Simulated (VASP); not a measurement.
# WC (F-43m) in VASP: notebook

Runs on WC. Level: PBE. Tasks: single point, relaxation of cell and atoms.

Everything below comes from runs of VASP 6.6.1. Logs are shortened: lines on timing, memory, paths and dates and some standing lists are left out, and cuts for length are marked.

### 1 The cell of the first run

It takes space group F-43m (No. 216, cubic). Conventional cell: a = 4.604 Å, b = 4.604 Å, c = 4.604 Å, α = 90.00°, β = 90.00°, γ = 90.00°. W (site symmetry -43m) has 4 C at 1.99 Å within 2.6 Å. Within 2.6 Å of C (site symmetry -43m) lie 4 W at 1.99 Å.

The cell was built from a structure type or drawn by symmetry, and may not be a known phase.

### 2 Single point, PBE

Input file INCAR:

```
SYSTEM = WC
PREC = Accurate
ENCUT = 520
EDIFF = 1E-6
ISMEAR = 0
SIGMA = 0.1
LREAL = .False.
LASPH = .True.
NELM = 80
ALGO = Normal
ISIF = 2
LWAVE = .False.
LCHARG = .True.
GGA = PE
LELF = .True.
LVHAR = .True.
NBANDS = 16
```

Input file KPOINTS:

```
Automatic mesh
0
Gamma
  6 6 6
  0 0 0
```

Input file POSCAR:

```
WC
1.0
    0.0000000000      2.3021091000      2.3021091000
    2.3021091000      0.0000000000      2.3021091000
    2.3021091000      2.3021091000      0.0000000000
W C
1 1
Direct
    0.0000000000      0.0000000000      0.0000000000
    0.7500000000      0.7500000000      0.7500000000
```

Potentials or basis: VASP PAW PBE potentials, release 64 (W_sv, C).

Command:

```sh
$ cat potpaw_PBE.64/W_sv/POTCAR potpaw_PBE.64/C/POTCAR > POTCAR
$ mpirun -np 1 vasp_std > vasp.out
```

OUTCAR:

```text
SYSTEM = WC
   PREC = Accurate
   ENCUT = 520
   EDIFF = 1E-6
   ISMEAR = 0
   LREAL = .False.
   LASPH = .True.
   NELM = 80
   ISIF = 2
   GGA = PE

 ion  position               nearest neighbor table
   1  0.000  0.000  0.000-   2 1.99   2 1.99   2 1.99   2 1.99
   2  0.750  0.750  0.750-   1 1.99   1 1.99   1 1.99   1 1.99

  LATTYP: Found a face centered cubic cell.
 ALAT       =     4.6042182000

  Lattice vectors:

 A1 = (   0.0000000000,   2.3021091000,   2.3021091000)
 A2 = (   2.3021091000,   0.0000000000,   2.3021091000)
 A3 = (   2.3021091000,   2.3021091000,   0.0000000000)

Analysis of symmetry for initial positions (statically):
=====================================================================
 Subroutine PRICEL returns:
 Original cell was already a primitive cell.

 Routine SETGRP: Setting up the symmetry group for a
 face centered cubic supercell.

 Subroutine GETGRP returns: Found 24 space group operations
 (whereof 24 operations were pure point group operations)
 out of a pool of 48 trial point group operations.

The static configuration has the point symmetry T_d .

Analysis of symmetry for dynamics (positions and initial velocities):
=====================================================================
 Subroutine PRICEL returns:
 Original cell was already a primitive cell.

 Routine SETGRP: Setting up the symmetry group for a
 face centered cubic supercell.

 Subroutine GETGRP returns: Found 24 space group operations
 (whereof 24 operations were pure point group operations)
 out of a pool of 48 trial point group operations.

The dynamic configuration has the point symmetry T_d .

 Subroutine INISYM returns: Found 24 space group operations
 (whereof 24 operations are pure point group operations),
 and found     1 'primitive' translations

----------------------------------------------------------------------------------------

                                     Primitive cell

  volume of cell :      24.4010

  direct lattice vectors                    reciprocal lattice vectors
     0.000000000  2.302109100  2.302109100    -0.217192139  0.217192139  0.217192139
     2.302109100  0.000000000  2.302109100     0.217192139 -0.217192139  0.217192139
     2.302109100  2.302109100  0.000000000     0.217192139  0.217192139 -0.217192139

  length of vectors
     3.255673911  3.255673911  3.255673911     0.376187820  0.376187820  0.376187820

  position of ions in fractional coordinates (direct lattice)
     0.000000000  0.000000000  0.000000000
     0.750000000  0.750000000  0.750000000

  ion indices of the primitive-cell ions
   primitive index   ion index
                 1           1
                 2           2

----------------------------------------------------------------------------------------

 KPOINTS: Automatic mesh

Automatic generation of k-mesh.
 Grid dimensions read from file:
 generate k-points for:    6    6    6

 Generating k-lattice:

  Cartesian coordinates                     Fractional coordinates (reciprocal lattice)
    -0.036198690  0.036198690  0.036198690     0.166666667  0.000000000  0.000000000
     0.036198690 -0.036198690  0.036198690     0.000000000  0.166666667  0.000000000
     0.036198690  0.036198690 -0.036198690     0.000000000  0.000000000  0.166666667

  Length of vectors
     0.062697970  0.062697970  0.062697970

  Shift w.r.t. Gamma in fractional coordinates (k-lattice)
     0.000000000  0.000000000  0.000000000

 Subroutine IBZKPT returns following result:
 ===========================================

 Found     16 irreducible k-points:

 Following reciprocal coordinates:
            Coordinates               Weight
  0.000000  0.000000  0.000000      1.000000
  0.166667  0.000000  0.000000      8.000000
  0.333333  0.000000  0.000000      8.000000
  0.500000  0.000000  0.000000      4.000000
  0.166667  0.166667  0.000000      6.000000
  0.333333  0.166667  0.000000     24.000000
[... 8 lines left out ...]
 -0.333333  0.333333  0.166667     24.000000
 -0.333333  0.500000  0.166667     12.000000
   k-points           NKPTS =     16   k-points in BZ     NKDIM =     16   number of bands    NBANDS=     16
   number of dos      NEDOS =    301   number of ions     NIONS =      2
   total plane-waves  NPLWV =  13824
   dimension x,y,z NGX =    24 NGY =   24 NGZ =   24
   dimension x,y,z NGXF=    48 NGYF=   48 NGZF=   48
   ions per type =               1   1
   NGX,Y,Z   is equivalent  to a cutoff of  12.26, 12.26, 12.26 a.u.
   NGXF,Y,Z  is equivalent  to a cutoff of  24.51, 24.51, 24.51 a.u.
 SYSTEM =  WC
   PREC   = accura    normal or accurate (medium, high low for compatibility)
   ISTART =      0    job   : 0-new  1-cont  2-samecut
   ICHARG =      2    charge: 1-file 2-atom 10-const
   ISPIN  =      1    spin polarized calculation?
   LNONCOLLINEAR =      F non collinear calculations
   LSORBIT =      F    spin-orbit coupling
   LASPH  =      T    aspherical Exc in radial PAW
   ENCUT  =  520.0 eV  38.22 Ry    6.18 a.u.   6.05  6.05  6.05*2*pi/ulx,y,z
   NELM   =     80;   NELMIN=  2; NELMDL= -5     # of ELM steps
   EDIFF  = 0.1E-05   stopping-criterion for ELM
   LREAL  =      F    real-space projection
   EDIFFG = 0.1E-04   stopping-criterion for IOM
   NSW    =      0    number of steps for IOM
   IBRION =     -1    ionic relax: 0-MD 1-quasi-New 2-CG
   NFREE  =      0    steps in history (QN), initial steepest desc. (CG)
   ISIF   =      2    stress and relaxation
   ISYM   =      2    0-nonsym 1-usesym 2-fastsym
   POTIM  = 0.5000    time-step for ionic-motion
   TEBEG  =    0.0;   TEEND  =   0.0 temperature during run
   PSTRESS=    0.0 pullay stress
   NELECT =      18.0000    total number of electrons
   NUPDOWN=      -1.0000    fix difference up-down
   EMIN   =  10.00;   EMAX   =-10.00  energy-range for DOS
   EFERMI =   0.00;   METHOD = LEGACY
   ISMEAR =     0;   SIGMA  =   0.10  broadening in eV -4-tet -1-fermi 0-gaus
   EFERMI_NEDOS =   21; number of points for ismear=-14 and -15
   IALGO  =     38    algorithm
   IMIX   =      4    mixing-type and parameters
     AMIX     =   0.40;   BMIX     =  1.00
     AMIX_MAG =   1.60;   BMIX_MAG =  1.00
  volume/ion in A,a.u.               =      12.20        82.33
  Fermi-wavevector in a.u.,A,eV,Ry     =   1.479210  2.795301 29.770385  2.188062
  Thomas-Fermi vector in A             =   2.593396
   LORBIT       =      0    0 simple, 1 ext, 2 COOP (PROOUT), +10 PAW based schemes
   GGA     = PE    functional components
   LHFCALC =     F    Hartree Fock is set to
   AEXX    =    0.0000 exact exchange contribution
   IVDW    =     0    specifies the selected vdW correction
   LEPSILON=     F    determine dielectric tensor
   LRPA    =     F    only Hartree local field effects (RPA)
 non-spin polarized calculation
 Gauss-broadening in eV      SIGMA  =   0.10
  energy-cutoff  :      520.00
  volume of cell :       24.40
 maximum number of plane-waves:       680
   NGX = 13   NGY = 13   NGZ = 13

 number of electron      18.0000001 magnetization

 Free energy of the ion-electron system (eV)
  ---------------------------------------------------
  ext. energy  EPLUGINS =         0.00000000
  ---------------------------------------------------
  free energy    TOTEN  =       -20.98702039 eV

  energy without entropy =      -20.98248845  energy(sigma->0) =      -20.98475442

 E-fermi :   9.6194     XC(G=0): -12.6403

 val. band max:        9.6172166689   @ k =   0.0000   0.0000   0.0000
 cond. band min:       9.6766701233   @ k =  -0.3333   0.3333   0.0000
 fundamental gap:      0.0594534544
 Fermi energy:         9.6194098560

 k-point     1 :       0.0000    0.0000    0.0000
  band No.  band energies     occupation
      1     -65.0227      2.00000
      2     -29.1745      2.00000
      3     -29.1745      2.00000
      4     -29.1745      2.00000
      5      -4.4971      2.00000
      6       3.6537      2.00000
[... 8 lines left out ...]
     15      24.4066      0.00000
     16      24.4066      0.00000

 k-point     2 :       0.1667    0.0000    0.0000
  band No.  band energies     occupation
      1     -65.0178      2.00000
      2     -29.2742      2.00000
      3     -29.1893      2.00000
      4     -29.1893      2.00000
      5      -3.9588      2.00000
      6       3.3036      2.00000
[... 8 lines left out ...]
     15      20.7518      0.00000
     16      24.3592      0.00000

 k-point     3 :       0.3333    0.0000    0.0000
  band No.  band energies     occupation
      1     -65.0081      2.00000
      2     -29.4685      2.00000
      3     -29.2186      2.00000
      4     -29.2186      2.00000
      5      -2.9112      2.00000
      6       3.2941      2.00000
[... 8 lines left out ...]
     15      19.1223      0.00000
     16      25.7421      0.00000

 k-point     4 :       0.5000    0.0000    0.0000
  band No.  band energies     occupation
      1     -65.0032      2.00000
      2     -29.5633      2.00000
      3     -29.2332      2.00000
      4     -29.2332      2.00000
      5      -2.4606      2.00000
      6       3.8763      2.00000
[... 8 lines left out ...]
     15      21.3818      0.00000
     16      26.9665      0.00000
[... 172 lines left out ...]
 k-point    14 :       0.5000    0.3333    0.1667
  band No.  band energies     occupation
      1     -65.0016      2.00000
      2     -29.4705      2.00000
      3     -29.3353      2.00000
      4     -29.2666      2.00000
      5      -2.1344      2.00000
      6       2.8957      2.00000
[... 8 lines left out ...]
     15      20.5318      0.00000
     16      23.6941      0.00000

 k-point    15 :      -0.3333    0.3333    0.1667
  band No.  band energies     occupation
      1     -64.9984      2.00000
      2     -29.4864      2.00000
      3     -29.3799      2.00000
      4     -29.2890      2.00000
      5      -1.8050      2.00000
      6       3.5558      2.00000
[... 8 lines left out ...]
     15      22.2265      0.00000
     16      23.7216      0.00000

 k-point    16 :      -0.3333    0.5000    0.1667
  band No.  band energies     occupation
      1     -64.9968      2.00000
      2     -29.4965      2.00000
      3     -29.3745      2.00000
      4     -29.3241      2.00000
      5      -1.6351      2.00000
      6       2.7458      2.00000
[... 8 lines left out ...]
     15      22.6918      0.00000
     16      22.9352      0.00000

------------------------ aborting loop because EDIFF is reached ----------------------------------------

  FORCE on cell =-STRESS in cart. coord.  units (eV):
  Direction    XX          YY          ZZ          XY          YZ          ZX
  --------------------------------------------------------------------------------------
  -------------------------------------------------------------------------------------
  Total        2.9284085      2.9284085      2.9284085      0.0000000     -0.0000000      0.0000000
  in kB      192.2801915    192.2801915    192.2801915      0.0000000     -0.0000000      0.0000000
  external PRESSURE =     192.2801915 kB  Pullay stress =       0.0000000 kB

 VOLUME and BASIS-vectors are now :
 -----------------------------------------------------------------------------
  energy-cutoff  :      520.00
  volume of cell :       24.40
      direct lattice vectors                 reciprocal lattice vectors
     0.000000000  2.302109100  2.302109100    -0.217192139  0.217192139  0.217192139
     2.302109100  0.000000000  2.302109100     0.217192139 -0.217192139  0.217192139
     2.302109100  2.302109100  0.000000000     0.217192139  0.217192139 -0.217192139

 POSITION                                       TOTAL-FORCE (eV/Angst)
 -----------------------------------------------------------------------------------
      0.00000      0.00000      0.00000         0.000000      0.000000      0.000000
      3.45316      3.45316      3.45316        -0.000000     -0.000000     -0.000000
 -----------------------------------------------------------------------------------
    total drift:                                0.000001      0.000001      0.000000

  FREE ENERGIE OF THE ION-ELECTRON SYSTEM (eV)
  ---------------------------------------------------
  free  energy   TOTEN  =       -20.9870203898 eV

  energy  without entropy=      -20.9824884524  energy(sigma->0) =      -20.98475442
```

Run time: 7.2 s. Hardware: 1 thread of Intel Xeon 8259CL, shared host; peak memory 0.14 GiB.

Results:

```yaml
Free_energy: -20.9870 eV
Pressure: 19.2 GPa
Band_gap_on_the_k_mesh: zero (bands 9 and 10 overlap by 1.18 eV)
```

Levels at points of the mesh, in eV from the Fermi level:
| k point | band 6 | band 7 | band 8 | band 9 | band 10 | band 11 | band 12 | band 13 |
| --- | --- | --- | --- | --- | --- | --- | --- | --- |
| (0.00, 0.00, 0.00) | -5.97 | -5.97 | -5.97 | 0.00 | 0.00 | 2.87 | 7.93 | 7.93 |
| (0.50, 0.00, 0.00) | -5.74 | -5.21 | -5.21 | 0.94 | 0.94 | 1.34 | 5.35 | 5.35 |
| (0.50, 0.50, 0.00) | -7.75 | -2.75 | -2.75 | -2.22 | 1.73 | 2.07 | 2.99 | 2.99 |

Caveat: the k points lie up to 0.39 Å⁻¹ apart, too coarse for converged energies and pressures of a metal; spin-orbit coupling is left out, which moves the levels of the heavy elements.

### 3 Single point, PBE

This run uses another cell than the first one, of 12.98 Å³/atom.

Input file INCAR:

```
PREC = Accurate
ENCUT = 520
EDIFF = 1E-7
ISMEAR = 0
SIGMA = 0.1
LREAL = False
LASPH = True
NELM = 80
ALGO = Normal
ISIF = 2
LWAVE = False
LCHARG = True
GGA = PE
LELF = True
LVHAR = True
NBANDS = 16
```

Input file KPOINTS:

```
regular mesh
0
Gamma
  6 6 6
```

Input file POSCAR:

```
WC
1.0
    0.0000000000      2.3498884182      2.3498884182
    2.3498884182      0.0000000000      2.3498884182
    2.3498884182      2.3498884182      0.0000000000
W C
1 1
Direct
    0.0000000000      0.0000000000      0.0000000000
    0.7500000000      0.7500000000      0.7500000000
```

Potentials or basis: VASP PAW PBE potentials, release 64 (W_sv, C).

Command:

```sh
$ cat potpaw_PBE.64/W_sv/POTCAR potpaw_PBE.64/C/POTCAR > POTCAR
$ mpirun -np 1 vasp_std > vasp.out
```

OUTCAR:

```text
PREC = Accurate
   ENCUT = 520
   EDIFF = 1E-7
   ISMEAR = 0
   LREAL = False
   LASPH = True
   NELM = 80
   ISIF = 2
   GGA = PE

 ion  position               nearest neighbor table
   1  0.000  0.000  0.000-   2 2.04   2 2.04   2 2.04   2 2.04
   2  0.750  0.750  0.750-   1 2.04   1 2.04   1 2.04   1 2.04

  LATTYP: Found a face centered cubic cell.
 ALAT       =     4.6997768364

  Lattice vectors:

 A1 = (   0.0000000000,   2.3498884182,   2.3498884182)
[... 479 lines left out ...]

------------------------ aborting loop because EDIFF is reached ----------------------------------------

  FORCE on cell =-STRESS in cart. coord.  units (eV):
  Direction    XX          YY          ZZ          XY          YZ          ZX
  --------------------------------------------------------------------------------------
  -------------------------------------------------------------------------------------
  Total        0.1027518      0.1027518      0.1027518      0.0000000     -0.0000000      0.0000000
  in kB        6.3434901      6.3434901      6.3434901      0.0000000     -0.0000000      0.0000000
  external PRESSURE =       6.3434901 kB  Pullay stress =       0.0000000 kB

 VOLUME and BASIS-vectors are now :
 -----------------------------------------------------------------------------
  energy-cutoff  :      520.00
  volume of cell :       25.95
      direct lattice vectors                 reciprocal lattice vectors
     0.000000000  2.349888418  2.349888418    -0.212776060  0.212776060  0.212776060
     2.349888418  0.000000000  2.349888418     0.212776060 -0.212776060  0.212776060
     2.349888418  2.349888418  0.000000000     0.212776060  0.212776060 -0.212776060

 POSITION                                       TOTAL-FORCE (eV/Angst)
 -----------------------------------------------------------------------------------
      0.00000      0.00000      0.00000         0.000000      0.000000      0.000000
      3.52483      3.52483      3.52483        -0.000000     -0.000000     -0.000000
 -----------------------------------------------------------------------------------
    total drift:                               -0.000000     -0.000000     -0.000000

  FREE ENERGIE OF THE ION-ELECTRON SYSTEM (eV)
  ---------------------------------------------------
  free  energy   TOTEN  =       -21.0794453035 eV

  energy  without entropy=      -21.0748342456  energy(sigma->0) =      -21.07713977
```

Wall time 12 s (1 thread of Intel Xeon 8259CL, shared host); peak memory 0.16 GiB.

Results:

| Quantity | Value |
| --- | --- |
| Free energy | -21.0794 eV |
| Pressure | 0.6 GPa |
| Band gap on the k mesh | zero (bands 9 and 10 overlap by 1.05 eV) |

Levels at points of the mesh, in eV from the Fermi level:
```csv
k point,band 7,band 8,band 9,band 10,band 11,band 12
"(0.00, 0.00, 0.00)",-5.59,-5.59,0.00,0.00,2.70,7.57
"(0.50, 0.00, 0.00)",-4.89,-4.89,0.85,0.85,1.20,5.05
"(0.50, 0.50, 0.00)",-2.65,-2.65,-2.08,1.56,1.83,2.78
```

Caveat: the k points lie up to 0.39 Å⁻¹ apart, too coarse for converged energies and pressures of a metal; spin-orbit coupling is left out, which moves the levels of the heavy elements.

### 4 Relaxation of cell and atoms, PBE

Input file INCAR:

```
PREC = Accurate ; ENCUT = 600
EDIFF = 1E-6 ; ISMEAR = 0
SIGMA = 0.1 ; LREAL = False
LASPH = True ; NELM = 100
ALGO = Normal ; ISIF = 3
LWAVE = False ; LCHARG = False
GGA = PE ; IBRION = 2
NSW = 90 ; EDIFFG = -0.04
```

Input file KPOINTS:

```
Automatic mesh
0
Gamma
  6 6 6
```

Input file POSCAR:

```
WC
1.0
    0.0000000000      2.3021091000      2.3021091000
    2.3021091000      0.0000000000      2.3021091000
    2.3021091000      2.3021091000      0.0000000000
W C
1 1
Direct
    0.0000000000      0.0000000000      0.0000000000
    0.7500000000      0.7500000000      0.7500000000
```

Command:

```sh
$ cat potpaw_PBE.64/W_sv/POTCAR potpaw_PBE.64/C/POTCAR > POTCAR
$ mpirun -np 1 vasp_std > vasp.out
```

Run time: 37 s. Hardware: 1 thread of Intel Xeon 8259CL, shared host; peak memory 0.16 GiB.

The run converged. Its results:

| Quantity | Value |
| --- | --- |
| Free energy | -21.0793 eV |
| Relaxed volume | 13.01 Å³/atom |
| Relaxed cell | a = 3.326 Å, b = 3.326 Å, c = 3.326 Å, α = 60.00°, β = 60.00°, γ = 60.00° |
| Space group after relaxing (to 0.1 Å) | F-43m (No. 216) |
| Energy gained by relaxing | 45.5 meV/atom |
| Ionic steps | 4 |
| Pressure after relaxing | -0.1 GPa |
| Band gap on the k mesh | zero (bands 9 and 10 overlap by 1.05 eV) |

Step by step:
```
step  energy change (eV)  largest force (eV/Å)  pressure (GPa)  volume (Å³)
   1              0.0000                0.0000           19.16        24.40
   2              0.2874                0.0000          -27.41        29.92
   3             -0.0908                0.0000           -0.80        26.09
   4             -0.0910                0.0000           -0.07        26.02
```

Final structure:
```yaml
crystal:
  lattice:
    - [0.00000, 2.35183, 2.35183]
    - [2.35183, 0.00000, 2.35183]
    - [2.35183, 2.35183, 0.00000]
  atoms:
    - { symbol: W, position: [0.00000, 0.00000, 0.00000] }
    - { symbol: C, position: [0.75000, 0.75000, 0.75000] }
```

Levels at points of the mesh, in eV from the Fermi level:
```
           k point  band 5  band 6  band 7  band 8  band 9  band 10  band 11  band 12  band 13
(0.00, 0.00, 0.00)  -13.67   -5.57   -5.57   -5.57    0.00     0.00     2.69     7.56     7.56
(0.50, 0.00, 0.00)  -11.77   -5.54   -4.87   -4.87    0.84     0.84     1.20     5.04     5.04
(0.50, 0.50, 0.00)  -11.06   -7.26   -2.65   -2.65   -2.08     1.55     1.82     2.77     2.77
```

Caveat: the k points lie up to 0.39 Å⁻¹ apart in the final cell, too coarse for converged energies and pressures of a metal; spin-orbit coupling is left out, which moves the levels of the heavy elements.

### 5 The runs side by side

```tsv
task	cell	cutoff (eV)	gap on the mesh (eV)	pressure (GPa)
single point	a = 3.256 Å, angles 60.0°, 2 atoms	520	none	19.2
single point	a = 3.323 Å, angles 60.0°, 2 atoms	520	none	0.6
relaxation of cell and atoms	relaxed from a = 3.256 Å, angles 60.0°, 2 atoms	600	none	-0.1
```

Alike in all rows: level PBE; potentials or basis VASP PAW PBE potentials, release 64 (W_sv, C); no spin polarisation; k mesh 6 × 6 × 6; smearing gaussian 0.1 eV.

Caveats: all runs use coarse meshes; spin-orbit coupling is left out, which moves the levels of the heavy elements.

Absolute energies hang on the potentials; compare differences alone.
